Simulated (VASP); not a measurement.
Input of a VASP 6.6.1 run:

The input INCAR:

```
PREC = Accurate ; ENCUT = 520
EDIFF = 1E-8 ; ISMEAR = 0
SIGMA = 0.01 ; LREAL = False
LASPH = True ; NELM = 100
ALGO = Normal ; ISIF = 2
LWAVE = False ; LCHARG = False
GGA = CA ; IBRION = 8
NSW = 1 ; LEPSILON = True
```

File KPOINTS:

```
Automatic mesh
0
Gamma
  10 10 10
```

The input POSCAR:

```
Si
1.0
    0.0000000000      2.7144783717      2.7144783717
    2.7144783717      0.0000000000      2.7144783717
    2.7144783717      2.7144783717      0.0000000000
Si
2
Direct
    0.0000000000      0.0000000000      0.0000000000
    0.2500000000      0.2500000000      0.2500000000
```

Potentials or basis: VASP PAW LDA potentials, release 64 (Si).

The run is started by

```bash
$ cat potpaw_LDA.64/Si/POTCAR > POTCAR
$ mpirun -np 1 vasp_std > vasp.out
```

Question: Predict the electronic dielectric tensor (diagonal).

Answer: 13.80.

Question: Predict the Born charges (mean of the diagonal).

Answer: Si +0.00 e.

Question: What does it give for the highest phonon frequency at Γ?

Answer: 506 cm⁻¹.

Born effective charge tensors (e):
atom 1, Si
```
0.00 0.00 0.00
0.00 0.00 0.00
0.00 0.00 0.00
```
atom 2, Si
```
0.00 0.00 0.00
0.00 0.00 0.00
0.00 0.00 0.00
```

Caveat: the cell stands under pressure or tension, which shifts response properties.
